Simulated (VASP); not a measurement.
Wanted: the native input for a VASP 6.6.1 run.

```yaml
Task: single point
Functional: PBE
Potentials_or_basis: VASP PAW PBE potentials, release 64 (Pt, Rb_sv)
Cutoff: 520 eV
k_mesh: 5 × 5 × 5
Occupations: fermi-dirac, width 0.05 eV
Spin: no spin polarisation
Dipole_correction: no
Further_INCAR_settings: ALGO = Fast; EDIFF = 1e-07; NBANDS = 26
```

The structure of Rb3Pt lies in POSCAR:

```
Rb3Pt
1.0
    5.5352068891      0.0000000000      0.0000000000
    0.0000000000      5.5352068891      0.0000000000
    0.0000000000      0.0000000000      5.5352068891
Pt Rb
1 3
Direct
    0.5000000000      0.5000000000      0.5000000000
    0.5000000000      0.0000000000      0.0000000000
    0.0000000000      0.5000000000      0.0000000000
    0.0000000000      0.0000000000      0.5000000000
```

One way to write it, as run:

INCAR

```
SYSTEM = Rb3Pt
ALGO     = Fast           ! electronic algorithm
EDIFF    = 1E-7           ! SCF threshold, eV
ENCUT    = 520            ! plane-wave cutoff, eV
GGA      = PE             ! functional
ISIF     = 2              ! what is computed and relaxed
ISMEAR   = -1             ! smearing method
LASPH    = .True.         ! aspherical terms in the spheres
LCHARG   = .True.         ! write CHGCAR
LELF     = .True.         ! ELF
LREAL    = .False.        ! projectors in reciprocal space
LVHAR    = .True.       
LWAVE    = .False.        ! write WAVECAR
NBANDS   = 26             ! bands
NELM     = 60             ! most SCF steps
PREC     = Accurate       ! precision mode
SIGMA    = 0.05           ! smearing width, eV
```

KPOINTS

```
k-points
0
Gamma
  5 5 5
  0 0 0
```

Potentials or basis: VASP PAW PBE potentials, release 64 (Pt, Rb_sv).

Launch:

```sh
$ cat potpaw_PBE.64/Pt/POTCAR potpaw_PBE.64/Rb_sv/POTCAR > POTCAR
$ mpirun -np 1 vasp_std > vasp.out
```

It gave:

* Pressure: -0.3 GPa
* Band gap on the k mesh: zero (an odd number of electrons rules out a gap without spin polarisation)

Caveat: spin-orbit coupling is left out, which moves the levels of the heavy elements.

Wall time 38 s on 1 thread of Intel(R) Xeon(R) 6975P-C (Granite Rapids), on a shared host, peak memory 0.27 GiB.
